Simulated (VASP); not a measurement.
# Na2Cl (P4/mmm) in VASP: single point with r2SCAN

Aim: the single point of Na2Cl with r2SCAN.

Program: VASP 6.6.1. These are calculated values, not measurements. Logs are shortened: lines on timing, memory, paths and dates and some standing lists are left out, and cuts for length are marked.

## Step 1: The cell of the first run

Symmetry: P4/mmm, No. 123, tetragonal system. The conventional cell has a = 3.556 Å, b = 3.556 Å, c = 12.593 Å, α = 90.00°, β = 90.00°, γ = 90.00°. Within 4.0 Å of Na (site symmetry 4mm) lie 4 Cl at 3.02 Å and 9 Na at 3.44 to 3.81 Å. Na (site symmetry 4/mmm) has 8 Cl at 3.08 Å and 6 Na at 3.44 to 3.56 Å within 4.1 Å. Within 4.7 Å of Na (site symmetry 4/mmm) lie 12 Na at 3.56 to 3.81 Å and 2 Cl at 4.52 Å. Within 4.0 Å of Cl (site symmetry 4mm) lie 8 Na at 3.02 to 3.08 Å and 5 Cl at 3.55 to 3.56 Å.

## Step 2: Single point, r2SCAN

POSCAR

```
Na2Cl
1.0
    3.5560880000      0.0000000000      0.0000000000
    0.0000000000      3.5560880000      0.0000000000
    0.0000000000      0.0000000000     12.5925740000
Na Cl
4 2
Direct
    0.0000000000      0.0000000000      0.2269030000
    0.0000000000      0.0000000000      0.7730970000
    0.0000000000      0.0000000000      0.5000000000
    0.5000000000      0.5000000000      0.0000000000
    0.5000000000      0.5000000000      0.3591780000
    0.5000000000      0.5000000000      0.6408220000
```

INCAR.step1

```
PREC = Accurate ; ENCUT = 520
ISMEAR = -1 ; SIGMA = 0.1
LREAL = False ; LASPH = True
NELM = 60 ; NBANDS = 30
GGA = PE ; ALGO = Normal
EDIFF = 1E-4 ; LWAVE = True
LCHARG = False
```

INCAR.step2

```
PREC = Accurate ; ENCUT = 520
EDIFF = 1E-6 ; ISMEAR = -1
SIGMA = 0.1 ; LREAL = False
LASPH = True ; NELM = 60
ALGO = Normal ; ISIF = 2
LWAVE = False ; LCHARG = True
METAGGA = R2SCAN ; LMIXTAU = True
LELF = True ; LVHAR = True
NBANDS = 30 ; ISTART = 1
```

KPOINTS

```
regular mesh
0
Gamma
  6 6 2
```

Potentials or basis: VASP PAW PBE potentials, release 64 (Na_pv, Cl).

The run is started by

```bash
> cat potpaw_PBE.64/Na_pv/POTCAR potpaw_PBE.64/Cl/POTCAR > POTCAR
> cp INCAR.step1 INCAR
> mpirun -np 1 vasp_std > vasp.out
> cp INCAR.step2 INCAR
> mpirun -np 1 vasp_std > vasp.out
```

OUTCAR:

```text
PREC = Accurate
   ENCUT = 520
   EDIFF = 1E-6
   ISMEAR = -1
   LREAL = False
   LASPH = True
   NELM = 60
   ISIF = 2
   METAGGA = R2SCAN
   ISTART = 1

 ion  position               nearest neighbor table
   1  0.000  0.000  0.227-
   2  0.000  0.000  0.773-
   3  0.000  0.000  0.500-
   4  0.500  0.500  0.000-
   5  0.500  0.500  0.359-
   6  0.500  0.500  0.641-

  LATTYP: Found a simple tetragonal cell.
 ALAT       =     3.5560880000
 C/A-ratio  =     3.5411311531

  Lattice vectors:

 A1 = (   3.5560880000,   0.0000000000,   0.0000000000)
 A2 = (   0.0000000000,   3.5560880000,   0.0000000000)
 A3 = (   0.0000000000,   0.0000000000,  12.5925740000)

Analysis of symmetry for initial positions (statically):
=====================================================================
 Subroutine PRICEL returns:
 Original cell was already a primitive cell.

 Routine SETGRP: Setting up the symmetry group for a
 simple tetragonal supercell.

 Subroutine GETGRP returns: Found 16 space group operations
 (whereof 16 operations were pure point group operations)
 out of a pool of 16 trial point group operations.

The static configuration has the point symmetry D_4h.

Analysis of symmetry for dynamics (positions and initial velocities):
=====================================================================
 Subroutine PRICEL returns:
 Original cell was already a primitive cell.

 Routine SETGRP: Setting up the symmetry group for a
 simple tetragonal supercell.

 Subroutine GETGRP returns: Found 16 space group operations
 (whereof 16 operations were pure point group operations)
 out of a pool of 16 trial point group operations.

The dynamic configuration has the point symmetry D_4h.

 Subroutine INISYM returns: Found 16 space group operations
 (whereof 16 operations are pure point group operations),
 and found     1 'primitive' translations

----------------------------------------------------------------------------------------

                                     Primitive cell

  volume of cell :     159.2427

  direct lattice vectors                    reciprocal lattice vectors
     3.556088000  0.000000000  0.000000000     0.281207889  0.000000000  0.000000000
     0.000000000  3.556088000  0.000000000     0.000000000  0.281207889  0.000000000
     0.000000000  0.000000000 12.592574000     0.000000000  0.000000000  0.079411882

  length of vectors
     3.556088000  3.556088000 12.592574000     0.281207889  0.281207889  0.079411882

  position of ions in fractional coordinates (direct lattice)
     0.000000000  0.000000000  0.226903000
     0.000000000  0.000000000  0.773097000
     0.000000000  0.000000000  0.500000000
     0.500000000  0.500000000  0.000000000
     0.500000000  0.500000000  0.359178000
     0.500000000  0.500000000  0.640822000

  ion indices of the primitive-cell ions
   primitive index   ion index
                 1           1
                 2           2
                 3           3
                 4           4
                 5           5
                 6           6

----------------------------------------------------------------------------------------

 KPOINTS: regular mesh

Automatic generation of k-mesh.
 Grid dimensions read from file:
 generate k-points for:    6    6    2

 Generating k-lattice:

  Cartesian coordinates                     Fractional coordinates (reciprocal lattice)
     0.046867982  0.000000000  0.000000000     0.166666667  0.000000000  0.000000000
     0.000000000  0.046867982  0.000000000     0.000000000  0.166666667  0.000000000
     0.000000000  0.000000000  0.039705941     0.000000000  0.000000000  0.500000000

  Length of vectors
     0.046867982  0.046867982  0.039705941

  Shift w.r.t. Gamma in fractional coordinates (k-lattice)
     0.000000000  0.000000000  0.000000000

 Subroutine IBZKPT returns following result:
 ===========================================

 Found     20 irreducible k-points:

 Following reciprocal coordinates:
            Coordinates               Weight
  0.000000  0.000000  0.000000      1.000000
  0.166667  0.000000  0.000000      4.000000
  0.333333  0.000000  0.000000      4.000000
  0.500000  0.000000  0.000000      2.000000
  0.166667  0.166667  0.000000      4.000000
  0.333333  0.166667  0.000000      8.000000
[... 12 lines left out ...]
  0.500000  0.333333  0.500000      4.000000
  0.500000  0.500000  0.500000      1.000000
   k-points           NKPTS =     20   k-points in BZ     NKDIM =     20   number of bands    NBANDS=     30
   number of dos      NEDOS =    301   number of ions     NIONS =      6
   total plane-waves  NPLWV =  75264
   dimension x,y,z NGX =    28 NGY =   28 NGZ =   96
   dimension x,y,z NGXF=    56 NGYF=   56 NGZF=  192
   ions per type =               4   2
   NGX,Y,Z   is equivalent  to a cutoff of  13.09, 13.09, 12.67 a.u.
   NGXF,Y,Z  is equivalent  to a cutoff of  26.18, 26.18, 25.35 a.u.
 SYSTEM =  unknown system
   PREC   = accura    normal or accurate (medium, high low for compatibility)
   ISTART =      1    job   : 0-new  1-cont  2-samecut
   ICHARG =      0    charge: 1-file 2-atom 10-const
   ISPIN  =      1    spin polarized calculation?
   LNONCOLLINEAR =      F non collinear calculations
   LSORBIT =      F    spin-orbit coupling
   LASPH  =      T    aspherical Exc in radial PAW
   ENCUT  =  520.0 eV  38.22 Ry    6.18 a.u.   6.61  6.61 23.41*2*pi/ulx,y,z
   NELM   =     60;   NELMIN=  2; NELMDL=  0     # of ELM steps
   EDIFF  = 0.1E-05   stopping-criterion for ELM
   LREAL  =      F    real-space projection
   EDIFFG = 0.1E-04   stopping-criterion for IOM
   NSW    =      0    number of steps for IOM
   IBRION =     -1    ionic relax: 0-MD 1-quasi-New 2-CG
   NFREE  =      0    steps in history (QN), initial steepest desc. (CG)
   ISIF   =      2    stress and relaxation
   ISYM   =      2    0-nonsym 1-usesym 2-fastsym
   POTIM  = 0.5000    time-step for ionic-motion
   TEBEG  =    0.0;   TEEND  =   0.0 temperature during run
   PSTRESS=    0.0 pullay stress
   NELECT =      42.0000    total number of electrons
   NUPDOWN=      -1.0000    fix difference up-down
   EMIN   =  10.00;   EMAX   =-10.00  energy-range for DOS
   EFERMI =   0.00;   METHOD = LEGACY
   ISMEAR =    -1;   SIGMA  =   0.10  broadening in eV -4-tet -1-fermi 0-gaus
   EFERMI_NEDOS =   21; number of points for ismear=-14 and -15
   IALGO  =     38    algorithm
   IMIX   =      4    mixing-type and parameters
     AMIX     =   0.40;   BMIX     =  1.00
     AMIX_MAG =   1.60;   BMIX_MAG =  1.00
  volume/ion in A,a.u.               =      26.54       179.10
  Fermi-wavevector in a.u.,A,eV,Ry     =   1.049876  1.983978 14.996886  1.102240
  Thomas-Fermi vector in A             =   2.184857
   LORBIT       =      0    0 simple, 1 ext, 2 COOP (PROOUT), +10 PAW based schemes
   METAGGA = R2SCAN    functional components
   LHFCALC =     F    Hartree Fock is set to
   AEXX    =    0.0000 exact exchange contribution
   IVDW    =     0    specifies the selected vdW correction
   LEPSILON=     F    determine dielectric tensor
   LRPA    =     F    only Hartree local field effects (RPA)
 non-spin polarized calculation
  energy-cutoff  :      520.00
  volume of cell :      159.24
 maximum number of plane-waves:      4319
 NGX is ok and might be reduce to    28
   NGX = 13   NGY = 13   NGZ = 47

 number of electron      41.9999981 magnetization

 Free energy of the ion-electron system (eV)
  ---------------------------------------------------
  ext. energy  EPLUGINS =         0.00000000
  ---------------------------------------------------
  free energy    TOTEN  =       -33.73335104 eV

  energy without entropy =      -33.69769712  energy(sigma->0) =      -33.71552408

 E-fermi :   2.5749     XC(G=0):  -7.9788

 val. band max:        2.4889862642   @ k =   0.5000   0.0000   0.5000
 cond. band min:       2.7017665410   @ k =   0.3333   0.0000   0.5000
 fundamental gap:      0.2127802768
 Fermi energy:         2.5748642140

 k-point     1 :       0.0000    0.0000    0.0000
  band No.  band energies     occupation
      1     -24.6407      2.00000
      2     -24.6176      2.00000
      3     -24.6176      2.00000
      4     -24.1182      2.00000
      5     -24.1181      2.00000
      6     -24.1181      2.00000
[... 22 lines left out ...]
     29       9.3048      0.00000
     30      10.4277      0.00000

 k-point     2 :       0.1667    0.0000    0.0000
  band No.  band energies     occupation
      1     -24.6395      2.00000
      2     -24.6250      2.00000
      3     -24.6169      2.00000
      4     -24.1258      2.00000
      5     -24.1258      2.00000
      6     -24.1174      2.00000
[... 22 lines left out ...]
     29       8.6103      0.00000
     30       9.3851      0.00000

 k-point     3 :       0.3333    0.0000    0.0000
  band No.  band energies     occupation
      1     -24.6399      2.00000
      2     -24.6370      2.00000
      3     -24.6156      2.00000
      4     -24.1410      2.00000
      5     -24.1410      2.00000
      6     -24.1161      2.00000
[... 22 lines left out ...]
     29       8.7195      0.00000
     30       9.2322      0.00000

 k-point     4 :       0.5000    0.0000    0.0000
  band No.  band energies     occupation
      1     -24.6473      2.00000
      2     -24.6358      2.00000
      3     -24.6149      2.00000
      4     -24.1486      2.00000
      5     -24.1485      2.00000
      6     -24.1154      2.00000
[... 484 lines left out ...]
     29       8.0104      0.00000
     30       8.2341      0.00000

 k-point    19 :       0.5000    0.3333    0.5000
  band No.  band energies     occupation
      1     -24.6432      2.00000
      2     -24.6351      2.00000
      3     -24.6333      2.00000
      4     -24.1447      2.00000
      5     -24.1447      2.00000
      6     -24.1365      2.00000
[... 22 lines left out ...]
     29       7.3432      0.00000
     30       8.1463      0.00000

 k-point    20 :       0.5000    0.5000    0.5000
  band No.  band energies     occupation
      1     -24.6418      2.00000
      2     -24.6418      2.00000
      3     -24.6324      2.00000
      4     -24.1435      2.00000
      5     -24.1435      2.00000
      6     -24.1434      2.00000
[... 22 lines left out ...]
     29       7.1055      0.00000
     30       7.7998      0.00000

------------------------ aborting loop because EDIFF is reached ----------------------------------------

  FORCE on cell =-STRESS in cart. coord.  units (eV):
  Direction    XX          YY          ZZ          XY          YZ          ZX
  --------------------------------------------------------------------------------------
  -------------------------------------------------------------------------------------
  Total       -0.8348247     -0.8348247      0.1174081      0.0000000      0.0000000     -0.0000000
  in kB       -8.3993633     -8.3993633      1.1812699      0.0000000      0.0000000     -0.0000000
  external PRESSURE =      -5.2058189 kB  Pullay stress =       0.0000000 kB

 VOLUME and BASIS-vectors are now :
 -----------------------------------------------------------------------------
  energy-cutoff  :      520.00
  volume of cell :      159.24
      direct lattice vectors                 reciprocal lattice vectors
     3.556088000  0.000000000  0.000000000     0.281207889  0.000000000  0.000000000
     0.000000000  3.556088000  0.000000000     0.000000000  0.281207889  0.000000000
     0.000000000  0.000000000 12.592574000     0.000000000  0.000000000  0.079411882

 POSITION                                       TOTAL-FORCE (eV/Angst)
 -----------------------------------------------------------------------------------
      0.00000      0.00000      2.85729        -0.000000      0.000000      0.181943
      0.00000      0.00000      9.73528        -0.000000      0.000000     -0.181943
      0.00000      0.00000      6.29629         0.000000      0.000000      0.000000
      1.77804      1.77804      0.00000         0.000000      0.000000      0.000000
      1.77804      1.77804      4.52298         0.000000      0.000000      0.055231
      1.77804      1.77804      8.06960         0.000000     -0.000000     -0.055231
 -----------------------------------------------------------------------------------
    total drift:                                0.000000      0.000000      0.000000

  FREE ENERGIE OF THE ION-ELECTRON SYSTEM (eV)
  ---------------------------------------------------
  free  energy   TOTEN  =       -33.7333510418 eV

  energy  without entropy=      -33.6976971169  energy(sigma->0) =      -33.71552408
```

Run time: 8.5 min. Hardware: 1 thread of Oxide Virtual Turin-like, shared host; peak memory 0.28 GiB.

What came out:

* Free energy: -33.7334 eV
* Pressure: -0.5 GPa
* Largest force: 0.182 eV/Å
* Band gap on the k mesh: zero (bands 21 and 22 overlap by 3.44 eV)

Forces on the atoms (eV/Å):
```
Na   0.000  0.000  0.182
Na   0.000  0.000 -0.182
Na   0.000  0.000  0.000
Na   0.000  0.000  0.000
Cl   0.000  0.000  0.055
Cl   0.000  0.000 -0.055
```

Stress tensor (GPa, compression positive):
```
-0.84  0.00  0.00
 0.00 -0.84  0.00
 0.00  0.00  0.12
```

Caveat: the PAW data sets were made with another functional, which shifts forces and pressure a little.

The gap in the log of VASP goes by the Fermi energy; the results here count the filled bands.